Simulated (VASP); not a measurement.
Set up this calculation in VASP 6.6.1, as the native input.

```
Task                   : single point
Functional             : PBE
Potentials or basis    : VASP PAW PBE potentials, release 64 (Sn_d, Se)
Cutoff                 : 500 eV
k mesh                 : 6 × 6 × 4
Occupations            : gaussian, width 0.01 eV
Spin                   : no spin polarisation
Dipole correction      : no
Further INCAR settings : ALGO = Normal; EDIFF = 1e-06; NBANDS = 28
```

The structure of SnSe lies in POSCAR:

```
SnSe
1.0
    5.0482064870      0.0000000000      0.0000000000
   -2.5241032435      4.3718750613      0.0000000000
    0.0000000000      0.0000000000      6.0626597137
Sn Se
2 2
Direct
    0.3333333333      0.6666666667      0.2500000000
    0.6666666667      0.3333333333      0.7500000000
    0.6666666667      0.3333333333      0.2500000000
    0.3333333333      0.6666666667      0.7500000000
```

This cell differs from its parent crystal: volume changed by -3%.

These files were run (other wordings do the same):

INCAR

```
ALGO = Normal
EDIFF = 1E-6
ENCUT = 500
GGA = PE
GGA_COMPAT = False
ISIF = 2
ISMEAR = 0
LASPH = True
LCHARG = False
LREAL = False
LWAVE = False
NBANDS = 28
NELM = 120
PREC = Accurate
SIGMA = 0.01
```

KPOINTS

```
k-points
0
Gamma
  6 6 4
```

Potentials or basis: VASP PAW PBE potentials, release 64 (Sn_d, Se).

Launch:

```console
$ cat potpaw_PBE.64/Sn_d/POTCAR potpaw_PBE.64/Se/POTCAR > POTCAR
$ mpirun -np 1 vasp_std > vasp.out
```

Results of the run:

The pressure is 1.2 GPa and the band gap on the k mesh is 0.39 eV, direct.

Caveat: spin-orbit coupling is left out, which moves the levels of the heavy elements.

Run time: 61 s on 1 thread of Intel(R) Xeon(R) Platinum 8259CL CPU @ 2.50GHz (Skylake/Cascade Lake), with other jobs on the host, peak memory 0.29 GiB.
